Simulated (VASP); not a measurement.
WS2, 3 atoms in the cell. The structure is trigonal, space group R3m (No. 160). The conventional cell has a = 3.094 Å, b = 3.094 Å, c = 20.728 Å, α = 90.00°, β = 90.00°, γ = 120.00°. Within 3.3 Å of W (site symmetry 3m) lie 6 S at 2.53 to 2.54 Å and 6 W at 3.09 Å. Within 3.3 Å of S (site symmetry 3m) lie 3 W at 2.53 Å and 6 S at 3.09 Å. Within 3.3 Å of S (site symmetry 3m) lie 3 W at 2.54 Å and 6 S at 3.09 Å. 

| Item | Value |
| --- | --- |
| Program | VASP 6.6.1 |
| Task | single point |
| Functional | PBE |
| Dispersion | D3(BJ) |
| Potentials or basis | VASP PAW PBE potentials, release 64 (W_sv, S) |
| Cutoff | 520 eV |
| k mesh | 12 × 12 × 12 |
| Occupations | gaussian, width 0.05 eV |
| Spin | no spin polarisation |
| Dipole correction | no |
| Further INCAR settings | ALGO = Normal; EDIFF = 1e-07; NBANDS = 20 |

Potentials or basis: VASP PAW PBE potentials, release 64 (W_sv, S).

Launch:

```sh
$ cat potpaw_PBE.64/W_sv/POTCAR potpaw_PBE.64/S/POTCAR > POTCAR
$ mpirun -np 1 vasp_std > vasp.out
```

Hardware: 1 thread of AMD EPYC 9R45 96-Core Processor (Zen 5) (shared host).

Task: Estimate the wall time of this run.

Result: Wall time 11 min on 1 thread of AMD EPYC 9R45 96-Core Processor (Zen 5), with other jobs on the host, peak memory 0.46 GiB. Counts: scf iterations 15, k points 189.
